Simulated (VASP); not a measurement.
A run of VASP 6.6.1 is set up as follows.

INCAR

```
PREC     = Accurate       # precision mode
ENCUT    = 600            # plane-wave cutoff, eV
EDIFF    = 1E-6           # SCF threshold, eV
ISMEAR   = 0              # smearing method
SIGMA    = 0.1            # smearing width, eV
LREAL    = F              # projectors in reciprocal space
LASPH    = T              # aspherical terms in the spheres
NELM     = 80             # most SCF steps
ALGO     = Normal         # electronic algorithm
ISIF     = 4              # what is computed and relaxed
LWAVE    = F              # write WAVECAR
LCHARG   = F              # write CHGCAR
GGA      = PE             # functional
IBRION   = 2              # ionic algorithm
NSW      = 50             # ionic steps
EDIFFG   = -0.01          # ionic threshold
```

KPOINTS

```
regular mesh
0
Gamma
  12 12 6
```

File POSCAR:

```
NdZrS2
1.0
    3.5465386729      0.0000000000      0.0000000000
   -1.7732693364      3.0713925862      0.0000000000
    0.0000000000      0.0000000000      7.1828355627
Nd Zr S
1 1 2
Direct
    0.6666666667      0.3333333333      0.5000000000
    0.6666666667      0.3333333333      0.0000000000
    0.3333333333      0.6666666667      0.2237334811
    0.3333333333      0.6666666667      0.7762665189
```

Potentials or basis: VASP PAW PBE potentials, release 64 (Nd, Zr_sv, S).

Command:

```bash
$ cat potpaw_PBE.64/Nd/POTCAR potpaw_PBE.64/Zr_sv/POTCAR potpaw_PBE.64/S/POTCAR > POTCAR
$ mpirun -np 1 vasp_std > vasp.out
```

Task: Estimate the band gap on the k mesh.

Result: Zero (bands 19 and 20 overlap by 0.13 eV).

The path:
```
step  energy change (eV)  largest force (eV/Å)  pressure (GPa)  volume (Å³)
   1              0.0000                0.3127            3.10        78.24
   2             -0.0159                0.0769            2.49        78.24
   3             -0.0170                0.0094            2.69        78.24
```

Caveat: spin-orbit coupling is left out, which moves the levels of the heavy elements; the run has no spin polarisation, though such a crystal can be magnetic; semilocal functionals describe open f shells poorly, which spoils levels, moments and volumes. With open d or f shells a metallic result of PBE can be an artefact of self-interaction; +U or a hybrid may open a gap.
